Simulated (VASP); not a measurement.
# Hf (C2/m) in VASP: single point with PBEsol

Aim: the single point of Hf with PBEsol.

Everything below comes from runs of VASP 6.6.1. Logs are shortened: lines on timing, memory, paths and dates and some standing lists are left out, and cuts for length are marked.

## (1) The cell of the first run

The typed cell holds 2 atoms: a = 3.567 Å, b = 5.044 Å, c = 2.998 Å, α = 90.00°, β = 126.60°, γ = 90.00°.

## (2) Single point, PBEsol

Input file INCAR:

```
SYSTEM = Hf
ALGO = Fast
EDIFF = 1E-6
ENCUT = 520
GGA = PS
ISIF = 2
ISMEAR = 0
LASPH = .True.
LCHARG = .False.
LREAL = .False.
LWAVE = .False.
NBANDS = 17
NELM = 100
PREC = Accurate
SIGMA = 0.1
```

Input file KPOINTS:

```
k-points
0
Gamma
  10 7 14
  0 0 0
```

Input file POSCAR:

```
Hf
1.0
    3.5665791795      0.0000000000     -0.0029814788
    0.0000000000      5.0439064094      0.0000000000
   -1.7853003376      0.0000000000      2.4084670918
Hf
2
Direct
    0.0000000000      0.0000000000      0.0000000000
    0.5000000000      0.5000000000      0.0000000000
```

Potentials or basis: VASP PAW PBE potentials, release 64 (Hf_pv).

Run with:

```sh
$ cat potpaw_PBE.64/Hf_pv/POTCAR > POTCAR
$ mpirun -np 1 vasp_std > vasp.out
```

OUTCAR:

```text
SYSTEM = Hf
   EDIFF = 1E-6
   ENCUT = 520
   GGA = PS
   ISIF = 2
   ISMEAR = 0
   LASPH = .True.
   LREAL = .False.
   NELM = 100
   PREC = Accurate

 ion  position               nearest neighbor table
   1  0.000  0.000  0.000-   2 3.09   2 3.09   2 3.09   2 3.09   2 3.49   2 3.49   2 3.49   2 3.49

   2  0.500  0.500  0.000-   1 3.09   1 3.09   1 3.09   1 3.09   1 3.49   1 3.49   1 3.49   1 3.49

  LATTYP: Found a simple monoclinic cell.
 ALAT       =     2.9932115440
 B/A-ratio  =     1.6851152467
 C/A-ratio  =     1.0016001636
 COS(beta)  =    -0.2912320762

  Lattice vectors:

 A1 = (   1.7812788419,   0.0000000000,   2.4054856130)
 A2 = (   0.0000000000,  -5.0439064094,   0.0000000000)
 A3 = (   1.7853003376,   0.0000000000,  -2.4084670918)

Analysis of symmetry for initial positions (statically):
=====================================================================
 Subroutine PRICEL returns following result:

  LATTYP: Found a base centered monoclinic cell.
 ALAT       =     3.5665804257
 B/A-ratio  =     1.4142135624
 C/A-ratio  =     0.8392384824
 COS(beta)  =    -0.5944342157

  Lattice vectors:

 A1 = (  -1.7832895897,   2.5219532047,   0.0014907394)
 A2 = (  -1.7832895897,  -2.5219532047,   0.0014907394)
 A3 = (   1.7812788419,  -0.0000000000,   2.4054856130)

   2 primitive cells build up your supercell.

 Routine SETGRP: Setting up the symmetry group for a
 simple monoclinic supercell.

 Subroutine GETGRP returns: Found  4 space group operations
 (whereof  4 operations were pure point group operations)
 out of a pool of  4 trial point group operations.

The static configuration has the point symmetry C_2h.

Analysis of symmetry for dynamics (positions and initial velocities):
=====================================================================
 Subroutine PRICEL returns following result:

  LATTYP: Found a base centered monoclinic cell.
 ALAT       =     3.5665804257
 B/A-ratio  =     1.4142135624
 C/A-ratio  =     0.8392384824
 COS(beta)  =    -0.5944342157

  Lattice vectors:

 A1 = (  -1.7832895897,   2.5219532047,   0.0014907394)
 A2 = (  -1.7832895897,  -2.5219532047,   0.0014907394)
 A3 = (   1.7812788419,  -0.0000000000,   2.4054856130)

   2 primitive cells build up your supercell.

[... 87 lines left out ...]
   k-points           NKPTS =    288   k-points in BZ     NKDIM =    288   number of bands    NBANDS=     17
   number of dos      NEDOS =    301   number of ions     NIONS =      2
   total plane-waves  NPLWV =  26880
   dimension x,y,z NGX =    28 NGY =   40 NGZ =   24
   dimension x,y,z NGXF=    56 NGYF=   80 NGZF=   48
   ions per type =               2
   NGX,Y,Z   is equivalent  to a cutoff of  13.05, 13.18, 13.31 a.u.
   NGXF,Y,Z  is equivalent  to a cutoff of  26.10, 26.37, 26.62 a.u.
 SYSTEM =  Hf
   PREC   = accura    normal or accurate (medium, high low for compatibility)
   ISTART =      0    job   : 0-new  1-cont  2-samecut
   ICHARG =      2    charge: 1-file 2-atom 10-const
   ISPIN  =      1    spin polarized calculation?
   LNONCOLLINEAR =      F non collinear calculations
   LSORBIT =      F    spin-orbit coupling
   LASPH  =      T    aspherical Exc in radial PAW
   ENCUT  =  520.0 eV  38.22 Ry    6.18 a.u.   6.63  9.38  5.57*2*pi/ulx,y,z
   NELM   =    100;   NELMIN=  2; NELMDL= -5     # of ELM steps
   EDIFF  = 0.1E-05   stopping-criterion for ELM
   LREAL  =      F    real-space projection
[... 7 lines left out ...]
   TEBEG  =    0.0;   TEEND  =   0.0 temperature during run
   PSTRESS=    0.0 pullay stress
   NELECT =      20.0000    total number of electrons
   NUPDOWN=      -1.0000    fix difference up-down
   EMIN   =  10.00;   EMAX   =-10.00  energy-range for DOS
   EFERMI =   0.00;   METHOD = LEGACY
   ISMEAR =     0;   SIGMA  =   0.10  broadening in eV -4-tet -1-fermi 0-gaus
   EFERMI_NEDOS =   21; number of points for ismear=-14 and -15
   IALGO  =     68    algorithm
   IMIX   =      4    mixing-type and parameters
     AMIX     =   0.40;   BMIX     =  1.00
     AMIX_MAG =   1.60;   BMIX_MAG =  1.00
  volume/ion in A,a.u.               =      21.65       146.10
  Fermi-wavevector in a.u.,A,eV,Ry     =   1.265478  2.391407 21.788849  1.601435
  Thomas-Fermi vector in A             =   2.398729
   LORBIT       =      0    0 simple, 1 ext, 2 COOP (PROOUT), +10 PAW based schemes
   GGA     = PS    functional components
   LHFCALC =     F    Hartree Fock is set to
   AEXX    =    0.0000 exact exchange contribution
   IVDW    =     0    specifies the selected vdW correction
   LEPSILON=     F    determine dielectric tensor
   LRPA    =     F    only Hartree local field effects (RPA)
 non-spin polarized calculation
 RMM-DIIS sequential band-by-band and
 Gauss-broadening in eV      SIGMA  =   0.10
  energy-cutoff  :      520.00
  volume of cell :       43.30
 maximum number of plane-waves:      1185
   NGX = 13   NGY = 19   NGZ = 11

 number of electron      19.9999998 magnetization

 Free energy of the ion-electron system (eV)
  ---------------------------------------------------
  ext. energy  EPLUGINS =         0.00000000
  ---------------------------------------------------
  free energy    TOTEN  =       -20.65696240 eV

  energy without entropy =      -20.63707298  energy(sigma->0) =      -20.64701769

 E-fermi :   4.6293     XC(G=0): -11.5400

 val. band max:        4.6275153730   @ k =   0.4000   0.4286   0.1429
 cond. band min:       4.6296975327   @ k =   0.5000   0.0000  -0.0000
 fundamental gap:      0.0021821597
 Fermi energy:         4.6292713425

 k-point     1 :       0.0000    0.0000    0.0000
  band No.  band energies     occupation
      1     -25.8870      2.00000
      2     -25.2673      2.00000
      3     -25.0504      2.00000
      4     -25.0141      2.00000
      5     -25.0074      2.00000
      6     -24.9796      2.00000
[... 457 lines left out ...]
      4     -25.3096      2.00000
      5     -25.0132      2.00000
      6     -25.0132      2.00000
[... 9 lines left out ...]
     16       9.9181      0.00000
     17      12.4527      0.00000

 [... further k-points ...]
[... 5 lines left out ...]
  --------------------------------------------------------------------------------------
  -------------------------------------------------------------------------------------
  Total       -0.3961510     -1.2542542     -0.0811925      0.0000000      0.0000000     -0.0032242
  in kB      -14.6582082    -46.4093762     -3.0042494      0.0000000      0.0000000     -0.1192998
  external PRESSURE =     -21.3572779 kB  Pullay stress =       0.0000000 kB

 VOLUME and BASIS-vectors are now :
 -----------------------------------------------------------------------------
  energy-cutoff  :      520.00
  volume of cell :       43.30
      direct lattice vectors                 reciprocal lattice vectors
     3.566579180  0.000000000 -0.002981479     0.280554556  0.000000000  0.207963873
     0.000000000  5.043906409  0.000000000     0.000000000  0.198259032  0.000000000
    -1.785300338  0.000000000  2.408467092     0.000347303  0.000000000  0.415459295

 POSITION                                       TOTAL-FORCE (eV/Angst)
 -----------------------------------------------------------------------------------
      0.00000      0.00000      0.00000         0.000000      0.000000      0.000000
      1.78329      2.52195     -0.00149        -0.000000     -0.000000     -0.000000
 -----------------------------------------------------------------------------------
    total drift:                               -0.000000      0.000000      0.000000

  FREE ENERGIE OF THE ION-ELECTRON SYSTEM (eV)
  ---------------------------------------------------
  free  energy   TOTEN  =       -20.6569623994 eV

  energy  without entropy=      -20.6370729768  energy(sigma->0) =      -20.64701769
```

OSZICAR:

```text
N       E                     dE             d eps       ncg     rms          rms(c)
DAV:   1     0.492256921707E+02    0.49226E+02   -0.11133E+04  9800   0.111E+03
DAV:   2    -0.195201574585E+02   -0.68746E+02   -0.67079E+02 13071   0.249E+02
DAV:   3    -0.213520460018E+02   -0.18319E+01   -0.18107E+01 12054   0.270E+01
DAV:   4    -0.213669505123E+02   -0.14905E-01   -0.14887E-01 12609   0.291E+00
DAV:   5    -0.213670874029E+02   -0.13689E-03   -0.13685E-03 12006   0.249E-01    0.645E+01
RMM:   6    -0.208320348786E+02    0.53505E+00   -0.43738E-01  9826   0.386E+00    0.376E+01
RMM:   7    -0.206636678143E+02    0.16837E+00   -0.89951E-01 10938   0.554E+00    0.163E+00
RMM:   8    -0.206558534508E+02    0.78144E-02   -0.79109E-02 10602   0.193E+00    0.375E-01
RMM:   9    -0.206568883254E+02   -0.10349E-02   -0.12075E-02 13106   0.688E-01    0.422E-01
RMM:  10    -0.206569964431E+02   -0.10812E-03   -0.13352E-03 13436   0.240E-01    0.331E-01
RMM:  11    -0.206569613838E+02    0.35059E-04   -0.27578E-04 11593   0.101E-01    0.891E-02
RMM:  12    -0.206569656721E+02   -0.42882E-05   -0.39077E-05 13118   0.383E-02    0.744E-02
RMM:  13    -0.206569629907E+02    0.26814E-05   -0.66782E-06 10596   0.140E-02    0.343E-02
RMM:  14    -0.206569623994E+02    0.59130E-06   -0.34545E-06  9818   0.120E-02
   1 F= -.20656962E+02 E0= -.20647018E+02  d E =-.198894E-01
```

Wall time 3.9 min (1 thread of Intel Xeon 8259CL, shared host); peak memory 0.3 GiB.

Results:

- Free energy: -20.6570 eV
- Pressure: -2.1 GPa
- Band gap on the k mesh: zero (bands 10 and 11 overlap by 1.87 eV)

Caveat: the PAW data sets were made with another functional, which shifts forces and pressure a little; spin-orbit coupling is left out, which moves the levels of the heavy elements.
